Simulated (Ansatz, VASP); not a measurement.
ZnC3: VASP beside Ansatz

```
Zn C
1.0
     0.00000    3.40499    3.40499
     3.40499    0.00000    3.40499
     3.40499    3.40499    0.00000
Zn C
2 6
Direct
  0.50000 0.50000 0.50000
  0.75000 0.75000 0.75000
  0.12500 0.12500 0.12500
  0.12500 0.12500 0.62500
  0.12500 0.62500 0.12500
  0.62500 0.12500 0.12500
  0.25000 0.25000 0.25000
  0.00000 0.00000 0.00000
```

Alike in both runs: functional PBE; k mesh 10 × 10 × 10; occupations gaussian, width 0.02 eV; no spin polarisation.

Ansatz relaxed the structure, and its values are those at the end. VASP's run is a single point on that final structure, the one shown.

|  | VASP | Ansatz |
| --- | --- | --- |
| version | VASP 6.6.1 | Ansatz 0.2.0 |
| potentials or method | VASP PAW PBE potentials, release 64 (Zn, C), cutoff 520 eV | scalar-relativistic, plane waves, PAW |
| valence electrons in the cell | 48 | 48 |

```tsv
	VASP	Ansatz	Ansatz less VASP
gap on the k mesh at the Fermi level (eV)	none	none	-
pressure (GPa)	0.3	0.0	-0.28
```

A gap of «none» marks a metal or a gap that the smearing closes.
